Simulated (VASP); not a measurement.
# ZnCu2 in VASP: further runs

The runs below take ZnCu2 through single point, with PBE.

Everything below comes from runs of VASP 6.6.1. Logs are shortened: lines on timing, memory, paths and dates and some standing lists are left out, and cuts for length are marked.

## Step 1: The cell of the first run

The cell holds a slab with vacuum, 3 atoms: a = 2.567 Å, b = 2.567 Å, c = 20.191 Å, α = 90.00°, β = 90.00°, γ = 120.00°.

## Step 2: Single point, PBE

File INCAR:

```
SYSTEM = ZnCu2
PREC     = Accurate       ! precision mode
ENCUT    = 520            ! plane-wave cutoff, eV
EDIFF    = 1E-7           ! SCF threshold, eV
ISMEAR   = -1             ! smearing method
SIGMA    = 0.1            ! smearing width, eV
LREAL    = .FALSE.        ! projectors in reciprocal space
LASPH    = .TRUE.         ! aspherical terms in the spheres
NELM     = 80             ! most SCF steps
ALGO     = Normal         ! electronic algorithm
ISIF     = 2              ! what is computed and relaxed
LWAVE    = .FALSE.        ! write WAVECAR
LCHARG   = .FALSE.        ! write CHGCAR
LDIPOL   = .TRUE.       
IDIPOL   = 3            
DIPOL    = 0.5 0.5 0.500
GGA      = PE             ! functional
NBANDS   = 24             ! bands
```

File KPOINTS:

```
Automatic mesh
0
G
  15 15 1
  0 0 0
```

File POSCAR:

```
ZnCu2
1.0
    2.5665139637      0.0000000000      0.0000000000
   -1.2832569818      2.2226662917      0.0000000000
    0.0000000000      0.0000000000     20.1911000000
Zn Cu
1 2
Direct
    0.1666666667      0.3333333333      0.3974439066
    0.5000000000      1.0000000000      0.4999999857
    0.8333333333      0.6666666667      0.6025561074
```

Potentials or basis: VASP PAW PBE potentials, release 64 (Zn, Cu).

Launch:

```bash
> cat potpaw_PBE.64/Zn/POTCAR potpaw_PBE.64/Cu/POTCAR > POTCAR
> mpirun -np 1 vasp_std > vasp.out
```

OUTCAR:

```text
SYSTEM = ZnCu2
   PREC = Accurate
   ENCUT = 520
   EDIFF = 1E-7
   ISMEAR = -1
   LREAL = .FALSE.
   LASPH = .TRUE.
   NELM = 80
   ISIF = 2
   GGA = PE

 ion  position               nearest neighbor table
   1  0.167  0.333  0.397-   2 2.55   2 2.55   2 2.55
   2  0.500  0.000  0.500-   1 2.55   1 2.55   1 2.55   3 2.55   3 2.55   3 2.55
   3  0.833  0.667  0.603-   2 2.55   2 2.55   2 2.55

  LATTYP: Found a hexagonal cell.
 ALAT       =     2.5665139637
 C/A-ratio  =     7.8671303899

  Lattice vectors:

 A1 = (   2.5665139637,   0.0000000000,   0.0000000000)
 A2 = (  -1.2832569818,   2.2226662917,   0.0000000000)
 A3 = (   0.0000000000,   0.0000000000,  20.1911000000)

Analysis of symmetry for initial positions (statically):
=====================================================================
 Subroutine PRICEL returns:
 Original cell was already a primitive cell.

 Routine SETGRP: Setting up the symmetry group for a
 hexagonal supercell.

 Subroutine GETGRP returns: Found  6 space group operations
 (whereof  2 operations were pure point group operations)
 out of a pool of 24 trial point group operations.

The static configuration has the point symmetry C_1h.
 The point group associated with its full space group is C_3v.

Analysis of symmetry for dynamics (positions and initial velocities):
=====================================================================
 Subroutine PRICEL returns:
 Original cell was already a primitive cell.

 Routine SETGRP: Setting up the symmetry group for a
 hexagonal supercell.

 Subroutine GETGRP returns: Found  6 space group operations
 (whereof  2 operations were pure point group operations)
 out of a pool of 24 trial point group operations.

The dynamic configuration has the point symmetry C_1h.
 The point group associated with its full space group is C_3v.

 Subroutine INISYM returns: Found  6 space group operations
 (whereof  2 operations are pure point group operations),
 and found     1 'primitive' translations

----------------------------------------------------------------------------------------

                                     Primitive cell

  volume of cell :     115.1802

  direct lattice vectors                    reciprocal lattice vectors
     2.566513964  0.000000000  0.000000000     0.389633571  0.224955047  0.000000000
    -1.283256982  2.222666292  0.000000000     0.000000000  0.449910094  0.000000000
     0.000000000  0.000000000 20.191100000     0.000000000  0.000000000  0.049526772

  length of vectors
     2.566513964  2.566513964 20.191100000     0.449910094  0.449910094  0.049526772

  position of ions in fractional coordinates (direct lattice)
     0.166666667  0.333333333  0.397443907
     0.500000000  0.000000000  0.499999986
     0.833333333  0.666666667  0.602556107

  ion indices of the primitive-cell ions
   primitive index   ion index
                 1           1
                 2           2
                 3           3

----------------------------------------------------------------------------------------

 KPOINTS: Automatic mesh

Automatic generation of k-mesh.
 Grid dimensions read from file:
 generate k-points for:   15   15    1

 Generating k-lattice:

  Cartesian coordinates                     Fractional coordinates (reciprocal lattice)
     0.025975571  0.014997003  0.000000000     0.066666667  0.000000000  0.000000000
     0.000000000  0.029994006  0.000000000     0.000000000  0.066666667  0.000000000
     0.000000000  0.000000000  0.049526772     0.000000000  0.000000000  1.000000000

  Length of vectors
     0.029994006  0.029994006  0.049526772

  Shift w.r.t. Gamma in fractional coordinates (k-lattice)
     0.000000000  0.000000000  0.000000000

 Subroutine IBZKPT returns following result:
 ===========================================

 Found     27 irreducible k-points:

 Following reciprocal coordinates:
            Coordinates               Weight
  0.000000  0.000000  0.000000      1.000000
  0.066667  0.000000  0.000000      6.000000
  0.133333  0.000000  0.000000      6.000000
  0.200000  0.000000  0.000000      6.000000
  0.266667  0.000000  0.000000      6.000000
  0.333333  0.000000  0.000000      6.000000
[... 16 lines left out ...]
  0.333333  0.200000  0.000000     12.000000
  0.400000  0.200000  0.000000      6.000000
 [... further k-points ...]
   k-points           NKPTS =     27   k-points in BZ     NKDIM =     27   number of bands    NBANDS=     24
   number of dos      NEDOS =    301   number of ions     NIONS =      3
   total plane-waves  NPLWV =  60000
   dimension x,y,z NGX =    20 NGY =   20 NGZ =  150
   dimension x,y,z NGXF=    40 NGYF=   40 NGZF=  300
   ions per type =               1   2
   NGX,Y,Z   is equivalent  to a cutoff of  12.95, 12.95, 12.35 a.u.
   NGXF,Y,Z  is equivalent  to a cutoff of  25.91, 25.91, 24.70 a.u.
 SYSTEM =  ZnCu2
   PREC   = accura    normal or accurate (medium, high low for compatibility)
   ISTART =      0    job   : 0-new  1-cont  2-samecut
   ICHARG =      2    charge: 1-file 2-atom 10-const
   ISPIN  =      1    spin polarized calculation?
   LNONCOLLINEAR =      F non collinear calculations
   LSORBIT =      F    spin-orbit coupling
   LASPH  =      T    aspherical Exc in radial PAW
   ENCUT  =  520.0 eV  38.22 Ry    6.18 a.u.   4.77  4.77 37.54*2*pi/ulx,y,z
   NELM   =     80;   NELMIN=  2; NELMDL= -5     # of ELM steps
   EDIFF  = 0.1E-06   stopping-criterion for ELM
   LREAL  =      F    real-space projection
   EDIFFG = 0.1E-05   stopping-criterion for IOM
   NSW    =      0    number of steps for IOM
   IBRION =     -1    ionic relax: 0-MD 1-quasi-New 2-CG
   NFREE  =      0    steps in history (QN), initial steepest desc. (CG)
   ISIF   =      2    stress and relaxation
   ISYM   =      2    0-nonsym 1-usesym 2-fastsym
   POTIM  = 0.5000    time-step for ionic-motion
   TEBEG  =    0.0;   TEEND  =   0.0 temperature during run
   PSTRESS=    0.0 pullay stress
   NELECT =      34.0000    total number of electrons
   NUPDOWN=      -1.0000    fix difference up-down
   EMIN   =  10.00;   EMAX   =-10.00  energy-range for DOS
   EFERMI =   0.00;   METHOD = LEGACY
   ISMEAR =    -1;   SIGMA  =   0.10  broadening in eV -4-tet -1-fermi 0-gaus
   EFERMI_NEDOS =   21; number of points for ismear=-14 and -15
   IALGO  =     38    algorithm
   IMIX   =      4    mixing-type and parameters
     AMIX     =   0.40;   BMIX     =  1.00
     AMIX_MAG =   1.60;   BMIX_MAG =  1.00
  volume/ion in A,a.u.               =      38.39       259.09
  Fermi-wavevector in a.u.,A,eV,Ry     =   1.090039  2.059874 16.166224  1.188184
  Thomas-Fermi vector in A             =   2.226255
   LORBIT       =      0    0 simple, 1 ext, 2 COOP (PROOUT), +10 PAW based schemes
   GGA     = PE    functional components
   LHFCALC =     F    Hartree Fock is set to
   AEXX    =    0.0000 exact exchange contribution
   IVDW    =     0    specifies the selected vdW correction
   LEPSILON=     F    determine dielectric tensor
   LRPA    =     F    only Hartree local field effects (RPA)
 non-spin polarized calculation
  energy-cutoff  :      520.00
  volume of cell :      115.18
 maximum number of plane-waves:      3126
 NGX is ok and might be reduce to    20
   NGX =  9   NGY =  9   NGZ = 75

 dipolmoment           0.000000      0.000000     -0.009183 electrons x Angstroem

 number of electron      33.9999995 magnetization

 dipolmoment           0.000000      0.000000      0.010089 electrons x Angstroem

 Free energy of the ion-electron system (eV)
  ---------------------------------------------------
  ext. energy  EPLUGINS =         0.00000000
  ---------------------------------------------------
  free energy    TOTEN  =        -7.91102170 eV

  energy without entropy =       -7.87268163  energy(sigma->0) =       -7.89185167

 E-fermi :  -1.1114     XC(G=0):  -4.8733

 val. band max:       -1.1655280806   @ k =   0.2000   0.1333   0.0000
 cond. band min:      -1.1016211140   @ k =   0.4667   0.0667   0.0000
 fundamental gap:      0.0639069666
 Fermi energy:        -1.1113581086

 k-point     1 :       0.0000    0.0000    0.0000
  band No.  band energies     occupation
      1     -10.9525      2.00000
      2      -9.4378      2.00000
      3      -8.7235      2.00000
      4      -8.7235      2.00000
      5      -8.1457      2.00000
      6      -8.1457      2.00000
[... 16 lines left out ...]
     23       5.5152      0.00000
     24       5.7062      0.00000

 k-point     2 :       0.0667    0.0000    0.0000
  band No.  band energies     occupation
      1     -10.8152      2.00000
      2      -9.3681      2.00000
      3      -8.7449      2.00000
      4      -8.6868      2.00000
      5      -8.1894      2.00000
      6      -8.1527      2.00000
[... 16 lines left out ...]
     23       5.6509      0.00000
     24       5.8274      0.00000

 k-point     3 :       0.1333    0.0000    0.0000
  band No.  band energies     occupation
      1     -10.4190      2.00000
      2      -9.1953      2.00000
      3      -8.7929      2.00000
      4      -8.5820      2.00000
      5      -8.2950      2.00000
      6      -8.1723      2.00000
[... 16 lines left out ...]
     23       6.0568      0.00000
     24       6.1943      0.00000
[... 514 lines left out ...]
 k-point    23 :       0.3333    0.2000    0.0000
  band No.  band energies     occupation
      1      -9.1699      2.00000
      2      -8.9723      2.00000
      3      -8.5088      2.00000
      4      -8.4488      2.00000
      5      -8.2726      2.00000
      6      -5.3233      2.00000
[... 16 lines left out ...]
     23       7.5115      0.00000
     24       8.2039      0.00000

 k-point    24 :       0.4000    0.2000    0.0000
  band No.  band energies     occupation
      1      -9.1910      2.00000
      2      -8.9751      2.00000
      3      -8.5240      2.00000
      4      -8.3804      2.00000
      5      -8.2891      2.00000
      6      -5.2560      2.00000
[... 16 lines left out ...]
     23       7.9239      0.00000
     24       8.0597      0.00000

 [... further k-points ...]

------------------------ aborting loop because EDIFF is reached ----------------------------------------

 vacuum level on the upper side and lower side of the slab       (xc-potential included)         0.147        -0.165

  FORCE on cell =-STRESS in cart. coord.  units (eV):
  Direction    XX          YY          ZZ          XY          YZ          ZX
  --------------------------------------------------------------------------------------
  -------------------------------------------------------------------------------------
  Total        0.4882221      0.4882221      1.3198405      0.0000000      0.0000000      0.0000000
  in kB        6.7912567      6.7912567     18.3592165      0.0000000      0.0000000      0.0000000
  external PRESSURE =      10.6472433 kB  Pullay stress =       0.0000000 kB

 VOLUME and BASIS-vectors are now :
 -----------------------------------------------------------------------------
  energy-cutoff  :      520.00
  volume of cell :      115.18
      direct lattice vectors                 reciprocal lattice vectors
     2.566513964  0.000000000  0.000000000     0.389633571  0.224955047  0.000000000
    -1.283256982  2.222666292  0.000000000     0.000000000  0.449910094  0.000000000
     0.000000000  0.000000000 20.191100000     0.000000000  0.000000000  0.049526772

 POSITION                                       TOTAL-FORCE (eV/Angst)
 -----------------------------------------------------------------------------------
      0.00000      0.74089      8.02483         0.000000     -0.000000     -0.628708
      1.28326      0.00000     10.09555        -0.000000      0.000000      0.613339
      1.28326      1.48178     12.16627        -0.000000      0.000000      0.015369
 -----------------------------------------------------------------------------------
    total drift:                               -0.000001      0.000001     -0.000799

  FREE ENERGIE OF THE ION-ELECTRON SYSTEM (eV)
  ---------------------------------------------------
  free  energy   TOTEN  =        -7.9110217030 eV

  energy  without entropy=       -7.8726816329  energy(sigma->0) =       -7.89185167

 vacuum level on the upper side and lower side of the slab         3.662         3.342
```

Wall time 4.2 min (1 thread of Intel Xeon 8259CL, shared host); peak memory 0.27 GiB.

Results:

* Free energy: -7.9110 eV
* Largest force: 0.629 eV/Å
* Band gap on the k mesh: zero (bands 17 and 18 overlap by 3.75 eV)

Forces in eV/Å, atoms in the order of the input:
```
Zn   0.000  0.000 -0.629
Cu   0.000  0.000  0.613
Cu   0.000  0.000  0.015
```

## Step 3: Single point, PBE

File INCAR:

```
  PREC = Accurate
  ENCUT = 520
  EDIFF = 1E-7
  ISMEAR = -1
  SIGMA = 0.1
  LREAL = F
  LASPH = T
  NELM = 60
  ALGO = Normal
  ISIF = 2
  LWAVE = F
  LCHARG = F
  LDIPOL = T
  IDIPOL = 3
  DIPOL = 0.5 0.5 0.500
  GGA = PE
  NBANDS = 24
```

File KPOINTS:

```
Automatic mesh
0
Gamma
  15 15 1
```

POSCAR is that of step 2.

Potentials or basis: VASP PAW PBE potentials, release 64 (Zn, Cu).

Launch:

```bash
> cat potpaw_PBE.64/Zn/POTCAR potpaw_PBE.64/Cu/POTCAR > POTCAR
> mpirun -np 1 vasp_std > vasp.out
```

Wall time 4.1 min (1 thread of Intel Xeon 8259CL, shared host); peak memory 0.27 GiB.

It converged, with:

```
Free energy            : -7.9110 eV
Largest force          : 0.629 eV/Å
Band gap on the k mesh : zero (bands 17 and 18 overlap by 3.75 eV)
```

Forces in eV/Å, atoms in the order of the input:
```
Zn   0.000  0.000 -0.629
Cu   0.000  0.000  0.613
Cu   0.000  0.000  0.015
```

Levels at points of the mesh, in eV from the Fermi level:
| k point | band 14 | band 15 | band 16 | band 17 | band 18 | band 19 | band 20 | band 21 |
| --- | --- | --- | --- | --- | --- | --- | --- | --- |
| (0.00, 0.00, 0.00) | -2.31 | -2.24 | -2.24 | -1.63 | -1.63 | -0.50 | 3.73 | 4.56 |
